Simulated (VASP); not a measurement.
Input of a VASP 6.6.1 run:

Contents of POSCAR:

```
Gd
1.0
   -1.7434207498      1.7434207498      1.7434207498
    1.7434207498     -1.7434207498      1.7434207498
    1.7434207498      1.7434207498     -1.7434207498
Gd
1
Direct
    0.0000000000      0.0000000000      0.0000000000
```

Contents of INCAR.step1:

```
PREC     = Accurate       # precision mode
ENCUT    = 520            # plane-wave cutoff, eV
ISMEAR   = -1             # smearing method
SIGMA    = 0.05           # smearing width, eV
LREAL    = F              # projectors in reciprocal space
LASPH    = T              # aspherical terms in the spheres
NELM     = 150            # most SCF steps
ISPIN    = 2              # spin polarisation
MAGMOM   = 7              # initial moments
LMAXMIX  = 6              # l up to which the mixer works
NBANDS   = 19             # bands
GGA      = PE             # functional
ALGO     = Normal         # electronic algorithm
EDIFF    = 1E-4           # SCF threshold, eV
LWAVE    = T              # write WAVECAR
LCHARG   = F              # write CHGCAR
```

The input INCAR.step2:

```
PREC     = Accurate       # precision mode
ENCUT    = 520            # plane-wave cutoff, eV
EDIFF    = 1E-7           # SCF threshold, eV
ISMEAR   = -1             # smearing method
SIGMA    = 0.05           # smearing width, eV
LREAL    = F              # projectors in reciprocal space
LASPH    = T              # aspherical terms in the spheres
NELM     = 150            # most SCF steps
ALGO     = Normal         # electronic algorithm
ISIF     = 2              # what is computed and relaxed
LWAVE    = F              # write WAVECAR
LCHARG   = F              # write CHGCAR
ISPIN    = 2              # spin polarisation
MAGMOM   = 7              # initial moments
LORBIT   = 11             # projections on sites
LMAXMIX  = 6              # l up to which the mixer works
METAGGA  = R2SCAN         # meta-GGA
LMIXTAU  = T            
NBANDS   = 19             # bands
ISTART   = 1
```

Contents of KPOINTS:

```
regular mesh
0
Gamma
  9 9 9
```

Potentials or basis: VASP PAW PBE potentials, release 64 (Gd).

The run is started by

```console
$ cat potpaw_PBE.64/Gd/POTCAR > POTCAR
$ cp INCAR.step1 INCAR
$ mpirun -np 1 vasp_std > vasp.out
$ cp INCAR.step2 INCAR
$ mpirun -np 1 vasp_std > vasp.out
```

Task: Predict the net moment.

Result: 7.79 μB per cell.

Task: What does it give for the pressure?

Result: 30.1 GPa.

Task: Predict the site moments.

Result: Gd +7.13 μB.

Caveat: the cell stands under pressure; the PAW data sets were made with another functional, which shifts forces and pressure a little. The state reached can hang on the start; a lower one may exist.
